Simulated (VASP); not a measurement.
# Li2Se (Fm-3m) in VASP: a series of runs

Li2Se is run at these levels: r2SCAN; tasks: single point.

Program: VASP 6.6.1. These are calculated values, not measurements. Logs are shortened: lines on timing, memory, paths and dates and some standing lists are left out, and cuts for length are marked.

### Step 1. The cell of the first run

Symmetry: Fm-3m, No. 225, cubic system. Conventional cell: a = 4.724 Å, b = 4.724 Å, c = 4.724 Å, α = 90.00°, β = 90.00°, γ = 90.00°. Li (site symmetry -43m) has 4 Se at 2.05 Å and 6 Li at 2.36 Å within 2.7 Å. Within 2.7 Å of Se (site symmetry m-3m) lie 8 Li at 2.05 Å.

### Step 2. Single point, r2SCAN

POSCAR

```
Li2Se
1.0
    0.0000000000      2.3620878983      2.3620878983
    2.3620878983      0.0000000000      2.3620878983
    2.3620878983      2.3620878983      0.0000000000
Li Se
2 1
Direct
    0.7500000000      0.7500000000      0.7500000000
    0.2500000000      0.2500000000      0.2500000000
    0.0000000000      0.0000000000      0.0000000000
```

INCAR.step1

```
PREC = Accurate ; ENCUT = 830
ISMEAR = -1 ; SIGMA = 0.03
LREAL = F ; LASPH = T
NELM = 120 ; NBANDS = 13
GGA = PE ; ALGO = Normal
EDIFF = 1E-5 ; LWAVE = T
LCHARG = F ; GGA_COMPAT = F
```

INCAR.step2

```
PREC = Accurate ; ENCUT = 830
EDIFF = 1E-6 ; ISMEAR = -1
SIGMA = 0.03 ; LREAL = F
LASPH = T ; NELM = 120
ALGO = Normal ; ISIF = 2
LWAVE = F ; LCHARG = T
METAGGA = R2SCAN ; LMIXTAU = T
LELF = T ; LVHAR = T
NBANDS = 13 ; ISTART = 1
GGA_COMPAT = F
```

KPOINTS

```
Automatic mesh
0
Gamma
  8 8 8
```

Potentials or basis: VASP PAW PBE potentials, release 64 (Li_sv, Se).

The run is started by

```bash
> cat potpaw_PBE.64/Li_sv/POTCAR potpaw_PBE.64/Se/POTCAR > POTCAR
> cp INCAR.step1 INCAR
> mpirun -np 1 vasp_std > vasp.out
> cp INCAR.step2 INCAR
> mpirun -np 1 vasp_std > vasp.out
```

OUTCAR:

```text
PREC = Accurate
   ENCUT = 830
   EDIFF = 1E-6
   ISMEAR = -1
   LREAL = F
   LASPH = T
   NELM = 120
   ISIF = 2
   METAGGA = R2SCAN
   ISTART = 1

 ion  position               nearest neighbor table
   1  0.750  0.750  0.750-   3 2.05   3 2.05   3 2.05   3 2.05   2 2.36   2 2.36   2 2.36   2 2.36
                             2 2.36   2 2.36
   2  0.250  0.250  0.250-   3 2.05   3 2.05   3 2.05   3 2.05   1 2.36   1 2.36   1 2.36   1 2.36
                             1 2.36   1 2.36
   3  0.000  0.000  0.000-   1 2.05   2 2.05   1 2.05   1 2.05   2 2.05   1 2.05   2 2.05   2 2.05

  LATTYP: Found a face centered cubic cell.
 ALAT       =     4.7241757966

  Lattice vectors:

 A1 = (   0.0000000000,   2.3620878983,   2.3620878983)
 A2 = (   2.3620878983,   0.0000000000,   2.3620878983)
 A3 = (   2.3620878983,   2.3620878983,   0.0000000000)

Analysis of symmetry for initial positions (statically):
=====================================================================
 Subroutine PRICEL returns:
 Original cell was already a primitive cell.

 Routine SETGRP: Setting up the symmetry group for a
 face centered cubic supercell.

 Subroutine GETGRP returns: Found 48 space group operations
 (whereof 48 operations were pure point group operations)
 out of a pool of 48 trial point group operations.

The static configuration has the point symmetry O_h .

Analysis of symmetry for dynamics (positions and initial velocities):
=====================================================================
 Subroutine PRICEL returns:
 Original cell was already a primitive cell.

 Routine SETGRP: Setting up the symmetry group for a
 face centered cubic supercell.

 Subroutine GETGRP returns: Found 48 space group operations
 (whereof 48 operations were pure point group operations)
 out of a pool of 48 trial point group operations.

The dynamic configuration has the point symmetry O_h .

 Subroutine INISYM returns: Found 48 space group operations
 (whereof 48 operations are pure point group operations),
 and found     1 'primitive' translations

----------------------------------------------------------------------------------------

                                     Primitive cell

  volume of cell :      26.3583

  direct lattice vectors                    reciprocal lattice vectors
     0.000000000  2.362087898  2.362087898    -0.211677135  0.211677135  0.211677135
     2.362087898  0.000000000  2.362087898     0.211677135 -0.211677135  0.211677135
     2.362087898  2.362087898  0.000000000     0.211677135  0.211677135 -0.211677135

  length of vectors
     3.340496741  3.340496741  3.340496741     0.366635553  0.366635553  0.366635553

  position of ions in fractional coordinates (direct lattice)
     0.750000000  0.750000000  0.750000000
     0.250000000  0.250000000  0.250000000
     0.000000000  0.000000000  0.000000000

  ion indices of the primitive-cell ions
   primitive index   ion index
                 1           1
                 2           2
                 3           3

----------------------------------------------------------------------------------------

 KPOINTS: Automatic mesh

Automatic generation of k-mesh.
 Grid dimensions read from file:
 generate k-points for:    8    8    8

 Generating k-lattice:

  Cartesian coordinates                     Fractional coordinates (reciprocal lattice)
    -0.026459642  0.026459642  0.026459642     0.125000000  0.000000000  0.000000000
     0.026459642 -0.026459642  0.026459642     0.000000000  0.125000000  0.000000000
     0.026459642  0.026459642 -0.026459642     0.000000000  0.000000000  0.125000000

  Length of vectors
     0.045829444  0.045829444  0.045829444

  Shift w.r.t. Gamma in fractional coordinates (k-lattice)
     0.000000000  0.000000000  0.000000000

 Subroutine IBZKPT returns following result:
 ===========================================

 Found     29 irreducible k-points:

 Following reciprocal coordinates:
            Coordinates               Weight
  0.000000  0.000000  0.000000      1.000000
  0.125000  0.000000  0.000000      8.000000
  0.250000  0.000000  0.000000      8.000000
  0.375000  0.000000  0.000000      8.000000
  0.500000  0.000000  0.000000      4.000000
  0.125000  0.125000  0.000000      6.000000
[... 16 lines left out ...]
  0.500000  0.250000  0.125000     48.000000
 -0.375000  0.250000  0.125000     24.000000
 [... further k-points ...]
   k-points           NKPTS =     29   k-points in BZ     NKDIM =     29   number of bands    NBANDS=     13
   number of dos      NEDOS =    301   number of ions     NIONS =      3
   total plane-waves  NPLWV =  32768
   dimension x,y,z NGX =    32 NGY =   32 NGZ =   32
   dimension x,y,z NGXF=    64 NGYF=   64 NGZF=   64
   ions per type =               2   1
   NGX,Y,Z   is equivalent  to a cutoff of  15.93, 15.93, 15.93 a.u.
   NGXF,Y,Z  is equivalent  to a cutoff of  31.85, 31.85, 31.85 a.u.
 SYSTEM =  unknown system
   PREC   = accura    normal or accurate (medium, high low for compatibility)
   ISTART =      1    job   : 0-new  1-cont  2-samecut
   ICHARG =      0    charge: 1-file 2-atom 10-const
   ISPIN  =      1    spin polarized calculation?
   LNONCOLLINEAR =      F non collinear calculations
   LSORBIT =      F    spin-orbit coupling
   LASPH  =      T    aspherical Exc in radial PAW
   ENCUT  =  830.0 eV  61.00 Ry    7.81 a.u.   7.85  7.85  7.85*2*pi/ulx,y,z
   NELM   =    120;   NELMIN=  2; NELMDL=  0     # of ELM steps
   EDIFF  = 0.1E-05   stopping-criterion for ELM
   LREAL  =      F    real-space projection
   EDIFFG = 0.1E-04   stopping-criterion for IOM
   NSW    =      0    number of steps for IOM
   IBRION =     -1    ionic relax: 0-MD 1-quasi-New 2-CG
   NFREE  =      0    steps in history (QN), initial steepest desc. (CG)
   ISIF   =      2    stress and relaxation
   ISYM   =      2    0-nonsym 1-usesym 2-fastsym
   POTIM  = 0.5000    time-step for ionic-motion
   TEBEG  =    0.0;   TEEND  =   0.0 temperature during run
   PSTRESS=    0.0 pullay stress
   NELECT =      12.0000    total number of electrons
   NUPDOWN=      -1.0000    fix difference up-down
   EMIN   =  10.00;   EMAX   =-10.00  energy-range for DOS
   EFERMI =   0.00;   METHOD = LEGACY
   ISMEAR =    -1;   SIGMA  =   0.03  broadening in eV -4-tet -1-fermi 0-gaus
   EFERMI_NEDOS =   21; number of points for ismear=-14 and -15
   IALGO  =     38    algorithm
   IMIX   =      4    mixing-type and parameters
     AMIX     =   0.40;   BMIX     =  1.00
     AMIX_MAG =   1.60;   BMIX_MAG =  1.00
  volume/ion in A,a.u.               =       8.79        59.29
  Fermi-wavevector in a.u.,A,eV,Ry     =   1.259397  2.379915 21.579927  1.586080
  Thomas-Fermi vector in A             =   2.392958
   LORBIT       =      0    0 simple, 1 ext, 2 COOP (PROOUT), +10 PAW based schemes
   METAGGA = R2SCAN    functional components
   LHFCALC =     F    Hartree Fock is set to
   AEXX    =    0.0000 exact exchange contribution
   IVDW    =     0    specifies the selected vdW correction
   LEPSILON=     F    determine dielectric tensor
   LRPA    =     F    only Hartree local field effects (RPA)
 non-spin polarized calculation
  energy-cutoff  :      830.00
  volume of cell :       26.36
 maximum number of plane-waves:      1459
   NGX = 15   NGY = 15   NGZ = 15

 number of electron      11.9999998 magnetization

 Free energy of the ion-electron system (eV)
  ---------------------------------------------------
  ext. energy  EPLUGINS =         0.00000000
  ---------------------------------------------------
  free energy    TOTEN  =       -18.60106780 eV

  energy without entropy =      -18.60106780  energy(sigma->0) =      -18.60106780

 E-fermi :   7.8371     XC(G=0): -11.8000

 val. band max:        7.1291710470   @ k =   0.0000   0.0000   0.0000
 cond. band min:       9.0687304034   @ k =   0.5000   0.5000   0.0000
 fundamental gap:      1.9395593564
 Fermi energy:         7.8371289630

 k-point     1 :       0.0000    0.0000    0.0000
  band No.  band energies     occupation
      1     -39.7799      2.00000
      2     -39.4321      2.00000
      3      -7.6856      2.00000
      4       7.1292      2.00000
      5       7.1292      2.00000
      6       7.1292      2.00000
      7      12.9567      0.00000
      8      12.9567      0.00000
      9      12.9567      0.00000
     10      15.7362      0.00000
     11      20.4140      0.00000
     12      20.4140      0.00000
     13      21.6126      0.00000

 k-point     2 :       0.1250    0.0000    0.0000
  band No.  band energies     occupation
      1     -39.7640      2.00000
      2     -39.4425      2.00000
      3      -7.5664      2.00000
      4       5.6306      2.00000
      5       6.8174      2.00000
      6       6.8174      2.00000
      7      13.4961      0.00000
      8      13.4961      0.00000
      9      14.0743      0.00000
     10      16.3934      0.00000
     11      18.6164      0.00000
     12      18.6164      0.00000
     13      22.4171      0.00000

 k-point     3 :       0.2500    0.0000    0.0000
  band No.  band energies     occupation
      1     -39.7199      2.00000
      2     -39.4736      2.00000
      3      -7.2364      2.00000
      4       3.2132      2.00000
      5       6.2382      2.00000
      6       6.2382      2.00000
      7      13.9739      0.00000
      8      13.9739      0.00000
      9      15.4083      0.00000
     10      17.8982      0.00000
     11      18.3658      0.00000
     12      18.3658      0.00000
     13      24.9109      0.00000
[... 305 lines left out ...]
 k-point    23 :       0.5000    0.2500    0.1250
  band No.  band energies     occupation
      1     -39.6402      2.00000
      2     -39.5327      2.00000
      3      -6.6325      2.00000
      4       1.6776      2.00000
      5       3.9875      2.00000
      6       4.9895      2.00000
      7      13.3540      0.00000
      8      15.3903      0.00000
      9      16.6706      0.00000
     10      19.1866      0.00000
     11      21.0108      0.00000
     12      24.1349      0.00000
     13      25.8619      0.00000

 k-point    24 :      -0.3750    0.2500    0.1250
  band No.  band energies     occupation
      1     -39.5845      2.00000
      2     -39.5839      2.00000
      3      -6.4591      2.00000
      4       1.1006      2.00000
      5       4.1002      2.00000
      6       4.5009      2.00000
      7      13.4584      0.00000
      8      15.0541      0.00000
      9      19.0131      0.00000
     10      19.0711      0.00000
     11      20.8964      0.00000
     12      23.3121      0.00000
     13      26.0292      0.00000

 [... further k-points ...]

------------------------ aborting loop because EDIFF is reached ----------------------------------------

  FORCE on cell =-STRESS in cart. coord.  units (eV):
  Direction    XX          YY          ZZ          XY          YZ          ZX
  --------------------------------------------------------------------------------------
  -------------------------------------------------------------------------------------
  Total       17.0354557     17.0354557     17.0354557     -0.0000000     -0.0000000      0.0000000
  in kB     1035.4906405   1035.4906405   1035.4906405     -0.0000000     -0.0000000      0.0000000
  external PRESSURE =    1035.4906405 kB  Pullay stress =       0.0000000 kB

 VOLUME and BASIS-vectors are now :
 -----------------------------------------------------------------------------
  energy-cutoff  :      830.00
  volume of cell :       26.36
      direct lattice vectors                 reciprocal lattice vectors
     0.000000000  2.362087898  2.362087898    -0.211677135  0.211677135  0.211677135
     2.362087898  0.000000000  2.362087898     0.211677135 -0.211677135  0.211677135
     2.362087898  2.362087898  0.000000000     0.211677135  0.211677135 -0.211677135

 POSITION                                       TOTAL-FORCE (eV/Angst)
 -----------------------------------------------------------------------------------
      3.54313      3.54313      3.54313        -0.000000     -0.000000     -0.000000
      1.18104      1.18104      1.18104         0.000000      0.000000      0.000000
      0.00000      0.00000      0.00000         0.000000     -0.000000      0.000000
 -----------------------------------------------------------------------------------
    total drift:                               -0.000000     -0.000000      0.000000

  FREE ENERGIE OF THE ION-ELECTRON SYSTEM (eV)
  ---------------------------------------------------
  free  energy   TOTEN  =       -18.6010678031 eV

  energy  without entropy=      -18.6010678031  energy(sigma->0) =      -18.60106780
```

Run time: 46 s. Hardware: 1 thread of Intel Xeon 6975P-C (Granite Rapids), shared host; peak memory 0.19 GiB.

Results:

| Property | Result |
| --- | --- |
| Free energy | -18.6011 eV |
| Pressure | 103.5 GPa |
| Band gap on the k mesh | 1.94 eV (least direct gap 5.83 eV) |

Caveat: the cell stands under pressure; the PAW data sets were made with another functional, which shifts forces and pressure a little. A k mesh can miss the band edges.

### Step 3. Single point, r2SCAN

This run uses another cell than the first one, of 13.18 Å³/atom.

POSCAR

```
Li2Se
1.0
    0.0000000000      2.7039156594      2.7039156594
    2.7039156594      0.0000000000      2.7039156594
    2.7039156594      2.7039156594      0.0000000000
Li Se
2 1
Direct
    0.7500000000      0.7500000000      0.7500000000
    0.2500000000      0.2500000000      0.2500000000
    0.0000000000      0.0000000000      0.0000000000
```

INCAR.step1

```
PREC = Accurate
ENCUT = 830
ISMEAR = -1
SIGMA = 0.03
LREAL = F
LASPH = T
NELM = 120
NBANDS = 13
GGA = PE
ALGO = Normal
EDIFF = 1E-5
LWAVE = T
LCHARG = F
GGA_COMPAT = F
```

INCAR.step2

```
PREC = Accurate
ENCUT = 830
EDIFF = 1E-6
ISMEAR = -1
SIGMA = 0.03
LREAL = F
LASPH = T
NELM = 120
ALGO = Normal
ISIF = 2
LWAVE = F
LCHARG = F
METAGGA = R2SCAN
LMIXTAU = T
NBANDS = 13
ISTART = 1
GGA_COMPAT = F
```

KPOINTS

```
regular mesh
0
Gamma
  8 8 8
```

Potentials or basis: VASP PAW PBE potentials, release 64 (Li_sv, Se).

The run is started by

```bash
> cat potpaw_PBE.64/Li_sv/POTCAR potpaw_PBE.64/Se/POTCAR > POTCAR
> cp INCAR.step1 INCAR
> mpirun -np 1 vasp_std > vasp.out
> cp INCAR.step2 INCAR
> mpirun -np 1 vasp_std > vasp.out
```

It took 57 s on 1 thread of Intel Xeon 6975P-C (Granite Rapids), shared host; peak memory 0.22 GiB.

The run converged. Its results:

```yaml
Free_energy: -22.7779 eV
Pressure: 19.7 GPa
Band_gap_on_the_k_mesh: 3.07 eV (least direct gap 5.31 eV)
```

Levels at points of the mesh, in eV from the valence-band top:
| k point | band 4 | band 5 | band 6 | band 7 | band 8 | band 9 |
| --- | --- | --- | --- | --- | --- | --- |
| (0.00, 0.00, 0.00) | 0.00 | 0.00 | 0.00 | 5.80 | 6.34 | 6.34 |
| (0.50, 0.00, 0.00) | -4.16 | -0.83 | -0.83 | 6.62 | 6.62 | 7.45 |
| (0.50, 0.50, 0.00) | -3.09 | -2.24 | -2.24 | 3.07 | 7.81 | 13.72 |

Caveat: the cell stands under pressure; the PAW data sets were made with another functional, which shifts forces and pressure a little. A k mesh can miss the band edges.

[end of part 1 of 2]
